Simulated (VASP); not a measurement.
# MoS (Fm-3m) in VASP: notebook

MoS is run at these levels: PBEsol+U; tasks: single point.

Everything below comes from runs of VASP 6.6.1. Logs are shortened: lines on timing, memory, paths and dates and some standing lists are left out, and cuts for length are marked.

### Step 1. The cell of the first run

It takes space group Fm-3m (No. 225, cubic). Conventional cell: a = 4.896 Å, b = 4.896 Å, c = 4.896 Å, α = 90.00°, β = 90.00°, γ = 90.00°. Mo (site symmetry m-3m) has 6 S at 2.45 Å within 3.2 Å. Within 3.2 Å of S (site symmetry m-3m) lie 6 Mo at 2.45 Å.

### Step 2. Single point, PBEsol+U, collinear spin

INCAR

```
ALGO     = Normal         # electronic algorithm
EDIFF    = 1E-6           # SCF threshold, eV
ENCUT    = 520            # plane-wave cutoff, eV
GGA      = PS             # functional
ISIF     = 2              # what is computed and relaxed
ISMEAR   = 0              # smearing method
ISPIN    = 2              # spin polarisation
LASPH    = T              # aspherical terms in the spheres
LCHARG   = F              # write CHGCAR
LDAU     = T              # DFT+U
LDAUJ    = 0 0          
LDAUL    = 2 -1           # shell
LDAUPRINT= 1            
LDAUTYPE = 2            
LDAUU    = 2 0            # U, eV
LMAXMIX  = 4              # l up to which the mixer works
LORBIT   = 11             # projections on sites
LREAL    = F              # projectors in reciprocal space
LWAVE    = F              # write WAVECAR
MAGMOM   = 3.5 0          # initial moments
NBANDS   = 21             # bands
NELM     = 150            # most SCF steps
PREC     = Accurate       # precision mode
SIGMA    = 0.05           # smearing width, eV
```

KPOINTS

```
k-points
0
Gamma
  14 14 14
```

POSCAR

```
MoS
1.0
    0.0000000000      2.4478204267      2.4478204267
    2.4478204267      0.0000000000      2.4478204267
    2.4478204267      2.4478204267      0.0000000000
Mo S
1 1
Direct
    0.0000000000      0.0000000000      0.0000000000
    0.5000000000      0.5000000000      0.5000000000
```

Potentials or basis: VASP PAW PBE potentials, release 64 (Mo_sv, S).

The run is started by

```sh
$ cat potpaw_PBE.64/Mo_sv/POTCAR potpaw_PBE.64/S/POTCAR > POTCAR
$ mpirun -np 1 vasp_std > vasp.out
```

OUTCAR:

```text
EDIFF = 1E-6
   ENCUT = 520
   GGA = PS
   ISIF = 2
   ISMEAR = 0
   ISPIN = 2
   LASPH = T
   LORBIT = 11
   LREAL = F
   NELM = 150
   PREC = Accurate

 ion  position               nearest neighbor table
   1  0.000  0.000  0.000-   2 2.45   2 2.45   2 2.45   2 2.45   2 2.45   2 2.45
   2  0.500  0.500  0.500-   1 2.45   1 2.45   1 2.45   1 2.45   1 2.45   1 2.45

  LATTYP: Found a face centered cubic cell.
 ALAT       =     4.8956408534

  Lattice vectors:

 A1 = (   0.0000000000,   2.4478204267,   2.4478204267)
 A2 = (   2.4478204267,   0.0000000000,   2.4478204267)
 A3 = (   2.4478204267,   2.4478204267,   0.0000000000)

Analysis of symmetry for initial positions (statically):
=====================================================================
 Subroutine PRICEL returns:
 Original cell was already a primitive cell.

 Routine SETGRP: Setting up the symmetry group for a
 face centered cubic supercell.

 Subroutine GETGRP returns: Found 48 space group operations
 (whereof 48 operations were pure point group operations)
 out of a pool of 48 trial point group operations.

The static configuration has the point symmetry O_h .

Analysis of symmetry for dynamics (positions and initial velocities):
=====================================================================
 Subroutine PRICEL returns:
 Original cell was already a primitive cell.

 Routine SETGRP: Setting up the symmetry group for a
 face centered cubic supercell.

 Subroutine GETGRP returns: Found 48 space group operations
 (whereof 48 operations were pure point group operations)
 out of a pool of 48 trial point group operations.

The dynamic configuration has the point symmetry O_h .

Analysis of structural, dynamic, and magnetic symmetry:
=====================================================================
 Subroutine PRICEL returns:
 Original cell was already a primitive cell.

 Routine SETGRP: Setting up the symmetry group for a
 face centered cubic supercell.

 Subroutine GETGRP returns: Found 48 space group operations
 (whereof 48 operations were pure point group operations)
 out of a pool of 48 trial point group operations.

The overall configuration has the point symmetry O_h .

 Subroutine INISYM returns: Found 48 space group operations
 (whereof 48 operations are pure point group operations),
 and found     1 'primitive' translations

----------------------------------------------------------------------------------------

                                     Primitive cell

  volume of cell :      29.3338

  direct lattice vectors                    reciprocal lattice vectors
     0.000000000  2.447820427  2.447820427    -0.204263350  0.204263350  0.204263350
     2.447820427  0.000000000  2.447820427     0.204263350 -0.204263350  0.204263350
     2.447820427  2.447820427  0.000000000     0.204263350  0.204263350 -0.204263350

  length of vectors
     3.461740846  3.461740846  3.461740846     0.353794500  0.353794500  0.353794500

  position of ions in fractional coordinates (direct lattice)
     0.000000000  0.000000000  0.000000000
     0.500000000  0.500000000  0.500000000

  ion indices of the primitive-cell ions
   primitive index   ion index
                 1           1
                 2           2

----------------------------------------------------------------------------------------

 KPOINTS: k-points

Automatic generation of k-mesh.
 Grid dimensions read from file:
 generate k-points for:   14   14   14

 Generating k-lattice:

  Cartesian coordinates                     Fractional coordinates (reciprocal lattice)
    -0.014590239  0.014590239  0.014590239     0.071428571  0.000000000  0.000000000
     0.014590239 -0.014590239  0.014590239     0.000000000  0.071428571  0.000000000
     0.014590239  0.014590239 -0.014590239     0.000000000  0.000000000  0.071428571

  Length of vectors
     0.025271036  0.025271036  0.025271036

  Shift w.r.t. Gamma in fractional coordinates (k-lattice)
     0.000000000  0.000000000  0.000000000

 Subroutine IBZKPT returns following result:
 ===========================================

 Found    104 irreducible k-points:

 Following reciprocal coordinates:
            Coordinates               Weight
  0.000000  0.000000  0.000000      1.000000
  0.071429  0.000000  0.000000      8.000000
  0.142857  0.000000  0.000000      8.000000
  0.214286  0.000000  0.000000      8.000000
  0.285714  0.000000  0.000000      8.000000
  0.357143  0.000000  0.000000      8.000000
[... 16 lines left out ...]
  0.214286  0.142857  0.000000     24.000000
  0.285714  0.142857  0.000000     24.000000
 [... further k-points ...]
   k-points           NKPTS =    104   k-points in BZ     NKDIM =    104   number of bands    NBANDS=     21
   number of dos      NEDOS =    301   number of ions     NIONS =      2
   total plane-waves  NPLWV =  21952
   dimension x,y,z NGX =    28 NGY =   28 NGZ =   28
   dimension x,y,z NGXF=    56 NGYF=   56 NGZF=   56
   ions per type =               1   1
   NGX,Y,Z   is equivalent  to a cutoff of  13.45, 13.45, 13.45 a.u.
   NGXF,Y,Z  is equivalent  to a cutoff of  26.89, 26.89, 26.89 a.u.
 SYSTEM =  unknown system
   PREC   = accura    normal or accurate (medium, high low for compatibility)
   ISTART =      0    job   : 0-new  1-cont  2-samecut
   ICHARG =      2    charge: 1-file 2-atom 10-const
   ISPIN  =      2    spin polarized calculation?
   LNONCOLLINEAR =      F non collinear calculations
   LSORBIT =      F    spin-orbit coupling
   LASPH  =      T    aspherical Exc in radial PAW
   ENCUT  =  520.0 eV  38.22 Ry    6.18 a.u.   6.44  6.44  6.44*2*pi/ulx,y,z
   NELM   =    150;   NELMIN=  2; NELMDL= -5     # of ELM steps
   EDIFF  = 0.1E-05   stopping-criterion for ELM
   LREAL  =      F    real-space projection
   EDIFFG = 0.1E-04   stopping-criterion for IOM
   NSW    =      0    number of steps for IOM
   IBRION =     -1    ionic relax: 0-MD 1-quasi-New 2-CG
   NFREE  =      0    steps in history (QN), initial steepest desc. (CG)
   ISIF   =      2    stress and relaxation
   ISYM   =      2    0-nonsym 1-usesym 2-fastsym
   POTIM  = 0.5000    time-step for ionic-motion
   TEBEG  =    0.0;   TEEND  =   0.0 temperature during run
   PSTRESS=    0.0 pullay stress
   NELECT =      20.0000    total number of electrons
   NUPDOWN=      -1.0000    fix difference up-down
   EMIN   =  10.00;   EMAX   =-10.00  energy-range for DOS
   EFERMI =   0.00;   METHOD = LEGACY
   ISMEAR =     0;   SIGMA  =   0.05  broadening in eV -4-tet -1-fermi 0-gaus
   EFERMI_NEDOS =   21; number of points for ismear=-14 and -15
   IALGO  =     38    algorithm
   IMIX   =      4    mixing-type and parameters
     AMIX     =   0.40;   BMIX     =  1.00
     AMIX_MAG =   1.60;   BMIX_MAG =  1.00
  volume/ion in A,a.u.               =      14.67        98.98
  Fermi-wavevector in a.u.,A,eV,Ry     =   1.440883  2.722873 28.247638  2.076143
  Thomas-Fermi vector in A             =   2.559577
   LORBIT       =     11    0 simple, 1 ext, 2 COOP (PROOUT), +10 PAW based schemes
 LDA+U is selected, type is set to LDAUTYPE =  2
   angular momentum for each species LDAUL =     2   -1
   U (eV)           for each species LDAUU =   2.0  0.0
   J (eV)           for each species LDAUJ =   0.0  0.0
   GGA     = PS    functional components
   LHFCALC =     F    Hartree Fock is set to
   AEXX    =    0.0000 exact exchange contribution
   IVDW    =     0    specifies the selected vdW correction
   LEPSILON=     F    determine dielectric tensor
   LRPA    =     F    only Hartree local field effects (RPA)
 spin polarized calculation
 Gauss-broadening in eV      SIGMA  =   0.05
  energy-cutoff  :      520.00
  volume of cell :       29.33
 maximum number of plane-waves:       808
 NGX is ok and might be reduce to    28
   NGX = 13   NGY = 13   NGZ = 13

atom =   1  type =  1  l = 2

 onsite density matrix

spin component  1

  0.7956 -0.0000 -0.0000 -0.0000 -0.0000
 -0.0000  0.7956 -0.0000 -0.0000  0.0000
 -0.0000 -0.0000  0.3861  0.0000 -0.0000
 -0.0000 -0.0000  0.0000  0.7956 -0.0000
 -0.0000  0.0000 -0.0000 -0.0000  0.3861

spin component  2

  0.1886  0.0000  0.0000 -0.0000 -0.0000
  0.0000  0.1886  0.0000 -0.0000 -0.0000
  0.0000  0.0000  0.2347  0.0000  0.0000
 -0.0000 -0.0000  0.0000  0.1886 -0.0000
 -0.0000 -0.0000  0.0000 -0.0000  0.2347

 occupancies and eigenvectors

  o =  0.1886  v =  0.0000  0.0000  0.0000  0.0000  0.0000  1.0000  0.0000  0.0000  0.0000  0.0000      0.0000  0.0000  0.0000  0.0000  0.0000  0.0000  0.0000  0.0000  0.0000  0.0000
  o =  0.1886  v =  0.0000  0.0000  0.0000  0.0000  0.0000  0.0000  0.4915  0.0000  0.8709  0.0000      0.0000  0.0000  0.0000  0.0000  0.0000  0.0000  0.0000  0.0000  0.0000  0.0000
  o =  0.1886  v =  0.0000  0.0000  0.0000  0.0000  0.0000  0.0000 -0.8709  0.0000  0.4915 -0.0000      0.0000  0.0000  0.0000  0.0000  0.0000  0.0000  0.0000  0.0000  0.0000  0.0000
  o =  0.2347  v =  0.0000  0.0000  0.0000  0.0000  0.0000  0.0000 -0.0000 -0.9969  0.0000  0.0780      0.0000  0.0000  0.0000  0.0000  0.0000  0.0000  0.0000  0.0000  0.0000  0.0000
  o =  0.2347  v =  0.0000  0.0000  0.0000  0.0000  0.0000  0.0000 -0.0000  0.0780 -0.0000  0.9969      0.0000  0.0000  0.0000  0.0000  0.0000  0.0000  0.0000  0.0000  0.0000  0.0000
  o =  0.3861  v =  0.0000  0.0000  0.9996 -0.0000 -0.0269  0.0000  0.0000  0.0000  0.0000  0.0000      0.0000  0.0000  0.0000  0.0000  0.0000  0.0000  0.0000  0.0000  0.0000  0.0000
  o =  0.3861  v =  0.0000  0.0000 -0.0269 -0.0000 -0.9996  0.0000  0.0000  0.0000  0.0000  0.0000      0.0000  0.0000  0.0000  0.0000  0.0000  0.0000  0.0000  0.0000  0.0000  0.0000
  o =  0.7956  v =  1.0000  0.0000  0.0000  0.0000  0.0000  0.0000  0.0000  0.0000  0.0000  0.0000      0.0000  0.0000  0.0000  0.0000  0.0000  0.0000  0.0000  0.0000  0.0000  0.0000
  o =  0.7956  v =  0.0000  0.8900 -0.0000 -0.4560  0.0000  0.0000  0.0000  0.0000  0.0000  0.0000      0.0000  0.0000  0.0000  0.0000  0.0000  0.0000  0.0000  0.0000  0.0000  0.0000
  o =  0.7956  v =  0.0000 -0.4560  0.0000 -0.8900 -0.0000  0.0000  0.0000  0.0000  0.0000  0.0000      0.0000  0.0000  0.0000  0.0000  0.0000  0.0000  0.0000  0.0000  0.0000  0.0000

 number of electron      19.9999999 magnetization       2.4041746

 Free energy of the ion-electron system (eV)
  ---------------------------------------------------
  ext. energy  EPLUGINS =         0.00000000
  ---------------------------------------------------
  free energy    TOTEN  =       -13.66399671 eV

  energy without entropy =      -13.66231868  energy(sigma->0) =      -13.66315770

 E-fermi :  11.9088     XC(G=0): -12.5837

 val. band max:       11.9053163243   @ k =   0.3571   0.0714   0.0000
 cond. band min:      11.9148250323   @ k =   0.3571   0.3571   0.0000
 fundamental gap:      0.0095087081
 Fermi energy:        11.9088162069

 spin component 1

 k-point     1 :       0.0000    0.0000    0.0000
  band No.  band energies     occupation
      1     -49.7105      1.00000
      2     -23.8952      1.00000
      3     -23.8952      1.00000
      4     -23.8951      1.00000
      5      -4.6339      1.00000
      6       8.4600      1.00000
[... 13 lines left out ...]
     20      29.6820      0.00000
     21      29.7027      0.00000
[... 1111 lines left out ...]
      1     -48.3376      1.00000
      2     -22.5365      1.00000
      3     -22.4393      1.00000
      4     -22.4349      1.00000
      5      -3.4376      1.00000
      6       5.4309      1.00000
[... 13 lines left out ...]
     20      28.8348      0.00000
     21      32.2088      0.00000

 [... further k-points ...]

------------------------ aborting loop because EDIFF is reached ----------------------------------------

  FORCE on cell =-STRESS in cart. coord.  units (eV):
  Direction    XX          YY          ZZ          XY          YZ          ZX
  --------------------------------------------------------------------------------------
  -------------------------------------------------------------------------------------
  Total        3.3963839      3.3963839      3.3963839     -0.0000000      0.0000000      0.0000000
  in kB      185.5063145    185.5063145    185.5063145     -0.0000000      0.0000000      0.0000000
  external PRESSURE =     185.5063145 kB  Pullay stress =       0.0000000 kB

 VOLUME and BASIS-vectors are now :
 -----------------------------------------------------------------------------
  energy-cutoff  :      520.00
  volume of cell :       29.33
      direct lattice vectors                 reciprocal lattice vectors
     0.000000000  2.447820427  2.447820427    -0.204263350  0.204263350  0.204263350
     2.447820427  0.000000000  2.447820427     0.204263350 -0.204263350  0.204263350
     2.447820427  2.447820427  0.000000000     0.204263350  0.204263350 -0.204263350

 POSITION                                       TOTAL-FORCE (eV/Angst)
 -----------------------------------------------------------------------------------
      0.00000      0.00000      0.00000        -0.000000     -0.000000     -0.000000
      2.44782      2.44782      2.44782         0.000000      0.000000      0.000000
 -----------------------------------------------------------------------------------
    total drift:                               -0.000000      0.000000      0.000000

  FREE ENERGIE OF THE ION-ELECTRON SYSTEM (eV)
  ---------------------------------------------------
  free  energy   TOTEN  =       -13.6639967142 eV

  energy  without entropy=      -13.6623186809  energy(sigma->0) =      -13.66315770

 total charge

# of ion       s       p       d       tot
------------------------------------------
    1        2.241   6.132   4.141  12.514
    2        1.300   2.472   0.000   3.771
--------------------------------------------------
tot          3.540   8.603   4.141  16.285

 magnetization (x)

# of ion       s       p       d       tot
------------------------------------------
    1        0.040   0.015   2.109   2.165
    2       -0.000   0.032   0.000   0.032
--------------------------------------------------
tot          0.040   0.047   2.109   2.196
```

It took 3.6 min on 1 thread of Intel Xeon 8259CL, shared host; peak memory 0.24 GiB.

Results:

- Free energy: -13.6640 eV
- Pressure: 18.6 GPa
- Net moment: 2.40 μB per cell
- Site moments: Mo +2.17; S +0.03 μB
- Valence electrons inside the program's atomic spheres: Mo 12.51; S 3.77

Levels at points of the mesh, in eV from the Fermi level:
Spin up:
```tsv
k point	band 7	band 8	band 9	band 10	band 11	band 12	band 13	band 14	band 15	band 16
(0.00, 0.00, 0.00)	-3.45	-3.45	-2.93	-2.93	-2.93	-2.21	-2.21	3.63	8.36	12.38
(0.50, 0.00, 0.00)	-6.65	-6.64	-0.95	-0.95	-0.05	2.37	5.31	5.31	6.25	6.25
(0.50, 0.50, 0.00)	-5.31	-4.36	-4.36	-1.10	-0.33	-0.33	1.80	3.38	10.36	10.72
```
Spin down:
| k point | band 7 | band 8 | band 9 | band 10 | band 11 | band 12 |
| --- | --- | --- | --- | --- | --- | --- |
| (0.00, 0.00, 0.00) | -2.76 | -2.76 | -1.15 | -1.15 | -1.15 | -0.92 |
| (0.50, 0.00, 0.00) | -5.93 | -5.93 | 1.80 | 1.80 | 2.40 | 2.80 |
| (0.50, 0.50, 0.00) | -4.13 | -4.13 | -3.41 | 0.26 | 2.71 | 2.71 |

Eigenvalues of the final occupation matrices:
| site | spin | trace | eigenvalues |
| --- | --- | --- | --- |
| site 1 d | 1 | 3.16 | 0.39 0.39 0.80 0.80 0.80 |
| site 1 d | 2 | 1.04 | 0.19 0.19 0.19 0.23 0.23 |

Caveat: the cell stands under pressure; the PAW data sets were made with another functional, which shifts forces and pressure a little.

### Step 3. Single point, PBEsol+U, collinear spin

INCAR

```
SYSTEM = MoS
PREC = Accurate
ENCUT = 520
EDIFF = 1E-7
ISMEAR = 0
SIGMA = 0.05
LREAL = .False.
LASPH = .True.
NELM = 150
ALGO = Normal
ISIF = 2
LWAVE = .False.
LCHARG = .True.
ISPIN = 2
MAGMOM = 3.5 0
LORBIT = 11
LMAXMIX = 4
LDAU = .True.
LDAUTYPE = 2
LDAUL = 2 -1
LDAUU = 4 0
LDAUJ = 0 0
LDAUPRINT = 1
GGA = PS
LELF = .True.
LVHAR = .True.
NBANDS = 21
```

KPOINTS

```
Automatic mesh
0
Gamma
  14 14 14
  0 0 0
```

POSCAR is that of step 2.

Potentials or basis: VASP PAW PBE potentials, release 64 (Mo_sv, S).

The run is started by

```sh
$ cat potpaw_PBE.64/Mo_sv/POTCAR potpaw_PBE.64/S/POTCAR > POTCAR
$ mpirun -np 1 vasp_std > vasp.out
```

Run time: 3.3 min. Hardware: 1 thread of Intel Xeon 8259CL, shared host; peak memory 0.24 GiB.

The run converged. Its results:

| Item | Value |
| --- | --- |
| Free energy | -11.9802 eV |
| Pressure | 26.1 GPa |
| Net moment | 2.70 μB per cell |
| Site moments | Mo +2.51; S +0.02 μB |
| Valence electrons inside the program's atomic spheres | Mo 12.51; S 3.80 |

Levels at points of the mesh, in eV from the Fermi level:
Spin up:
| k point | band 7 | band 8 | band 9 | band 10 | band 11 | band 12 | band 13 | band 14 | band 15 | band 16 |
| --- | --- | --- | --- | --- | --- | --- | --- | --- | --- | --- |
| (0.00, 0.00, 0.00) | -4.41 | -4.41 | -3.13 | -3.13 | -3.13 | -2.46 | -2.46 | 3.37 | 8.08 | 11.82 |
| (0.50, 0.00, 0.00) | -6.94 | -6.94 | -1.96 | -1.96 | -0.97 | 2.10 | 5.08 | 5.08 | 5.96 | 5.96 |
| (0.50, 0.50, 0.00) | -6.17 | -4.58 | -4.58 | -1.46 | -1.46 | -1.35 | 1.52 | 3.10 | 9.66 | 10.47 |
Spin down:
```
           k point  band 5  band 6  band 7  band 8  band 9  band 10  band 11  band 12  band 13  band 14
(0.00, 0.00, 0.00)  -16.51   -2.96   -2.96   -2.96   -0.83    -0.83    -0.83    -0.59    -0.59     3.99
(0.50, 0.00, 0.00)  -14.41   -8.61   -5.91   -5.91    2.31     2.31     2.52     2.78     6.51     6.51
(0.50, 0.50, 0.00)  -15.05   -6.82   -4.34   -4.34   -3.24     0.63     3.05     3.27     3.27     4.51
```

Eigenvalues of the final occupation matrices:
| site | spin | trace | eigenvalues |
| --- | --- | --- | --- |
| site 1 d | 1 | 3.32 | 0.40 0.40 0.84 0.84 0.84 |
| site 1 d | 2 | 0.86 | 0.15 0.15 0.15 0.20 0.20 |

Caveat: the cell stands under pressure; the PAW data sets were made with another functional, which shifts forces and pressure a little.
